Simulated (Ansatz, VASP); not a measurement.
In4Ru: VASP beside Ansatz

File INCAR:

```
SYSTEM = In4Ru
PREC = Accurate
ENCUT = 600
EDIFF = 1E-6
ISMEAR = 0
SIGMA = 0.1
LREAL = .FALSE.
LASPH = .TRUE.
NELM = 100
ALGO = Fast
ISIF = 3
LWAVE = .FALSE.
LCHARG = .FALSE.
GGA = PE
IBRION = 2
NSW = 100
EDIFFG = -0.01
```

File KPOINTS:

```
Automatic mesh
0
G
  4 4 10
  0 0 0
```

Contents of POSCAR:

```
In4Ru
1.0
    7.3990128382      0.0000000000      0.0000000000
    0.0000000000      7.3990128382      0.0000000000
    0.0000000000      0.0000000000      3.1414800768
In Ru
4 1
Direct
    0.1940345422      0.5000000000      0.5000000000
    0.8059654578      0.5000000000      0.5000000000
    0.5000000000      0.1940345422      0.5000000000
    0.5000000000      0.8059654578      0.5000000000
    0.5000000000      0.5000000000      0.0000000000
```

Input for Ansatz:

```yaml
crystal:
  lattice:
    - [7.3990128382, 0.0, 0.0]
    - [0.0, 7.3990128382, 0.0]
    - [0.0, 0.0, 3.1414800768]
  atoms:
    - { symbol: In, position: [0.1940345422, 0.5, 0.5] }
    - { symbol: In, position: [0.8059654578, 0.5, 0.5] }
    - { symbol: In, position: [0.5, 0.1940345422, 0.5] }
    - { symbol: In, position: [0.5, 0.8059654578, 0.5] }
    - { symbol: Ru, position: [0.5, 0.5, 0.0] }
basis:
  ecutwfc: 420
kpoints:
  mp_grid: { grid: [4, 4, 10] }
hamiltonian:
  xc: pbe
scf:
  occupations: { method: gaussian, width: 0.1 }
output:
  forces: true
  stress: true
  eigenvalues: true
relax:
  adjacent_minimum: "off"
  f_tol: 0.01
  max_steps: 80
  cell: { stress_tol: 0.05 }
```

Alike in both runs: task relaxation of cell and atoms; functional PBE; k mesh 4 × 4 × 10; occupations gaussian, width 0.1 eV; no spin polarisation.

|  | VASP | Ansatz |
| --- | --- | --- |
| version | VASP 6.6.1 | Ansatz 0.2.0 |
| potentials or method | VASP PAW PBE potentials, release 64 (In_d, Ru_pv), cutoff 600 eV | scalar-relativistic, plane waves, PAW |
| valence electrons in the cell | 66 | 68 |

VASP gave:

* gap on the k mesh at the Fermi level, each at its own relaxed structure (eV): none
* relaxed volume (Å³/atom): 34.43
* relaxed length of the cell vector where the two differ most in proportion (Å): 3.176

Question: Estimate Ansatz's values.

Answer: gap on the k mesh at the Fermi level, each at its own relaxed structure (eV): none; relaxed volume (Å³/atom): 34.42; relaxed length of the cell vector where the two differ most in proportion (Å): 3.175.

A gap of «none» marks a metal or a gap that the smearing closes. VASP's potentials hold 66 valence electrons a cell and Ansatz's 68, so a difference there can come from the potentials and not from the codes.
